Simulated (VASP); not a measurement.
The system is Pt2C.

```
Pt C
1.0
     3.47156    0.00000    0.00000
     0.00000    3.47156    0.00000
     0.00000    0.00000    3.51035
Pt C
2 1
Direct
  0.50000 0.00000 0.74132
  0.00000 0.50000 0.25868
  0.00000 0.00000 0.00000
```

The cell was generated, and may not be a known phase.

- Program: VASP 6.6.1
- Task: relaxation of cell and atoms
- Functional: PBE
- Potentials or basis: VASP PAW PBE potentials, release 64 (Pt, C)
- Cutoff: 600 eV
- k mesh: 6 × 6 × 6
- Occupations: gaussian, width 0.1 eV
- Spin: no spin polarisation

At the start: pressure 4.5 GPa; volume 14.10 Å³/atom.

Question: How do energy, volume and symmetry change on relaxing?

Answer: Over 27 steps the energy falls by 249.0 meV/atom and the volume is 13.56 Å³/atom (-3.8 %); space group P-4m2 (No. 115, to 0.1 Å) before and after.

The path:
```csv
step,energy change (eV),largest force (eV/Å),pressure (GPa),volume (Å³)
1,0.0000,1.6431,4.53,42.31
2,-0.1788,0.2231,-10.39,44.76
3,-0.1864,0.0675,-8.37,44.35
4,-0.3283,0.6187,-2.40,42.74
5,-0.3352,0.7840,-0.64,42.35
6,-0.3802,0.4008,1.92,42.07
7,-0.4010,0.0964,5.30,41.74
8,-0.4282,0.1456,2.65,42.36
9,-0.4537,0.2448,-2.42,43.69
10,-0.4746,0.3087,-2.21,43.73
11,-0.5052,0.5143,-1.54,43.76
12,-0.5235,1.0895,0.17,43.57
13,-0.5603,0.9629,-1.78,43.64
14,-0.6071,0.6598,-5.39,43.70
15,-0.6036,0.0911,-12.25,43.60
16,-0.6225,0.4801,-7.43,43.70
17,-0.6604,0.4467,-6.91,43.07
18,-0.7024,0.1317,-4.37,41.09
19,-0.7026,0.1707,-4.84,41.36
20,-0.7197,0.3481,-1.21,40.88
21,-0.7237,0.4752,1.43,40.53
22,-0.7325,0.3569,1.36,40.52
23,-0.7448,0.1311,1.34,40.49
24,-0.7291,0.3324,1.82,40.40
25,-0.7462,0.0550,1.41,40.47
26,-0.7468,0.0521,-0.73,40.80
27,-0.7471,0.0137,0.04,40.68
```

Final structure:
```yaml
crystal:
  lattice:
    - [2.86169, 0.00000, 0.00000]
    - [0.00000, 2.86169, 0.00000]
    - [0.00000, 0.00000, 4.96746]
  atoms:
    - { symbol: Pt, position: [0.50000, 0.00000, 0.71483] }
    - { symbol: Pt, position: [0.00000, 0.50000, 0.28517] }
    - { symbol: C, position: [0.00000, 0.00000, 0.00000] }
```

Caveat: a cell axis changed by over 15 % at a fixed basis, so the end point is rough.
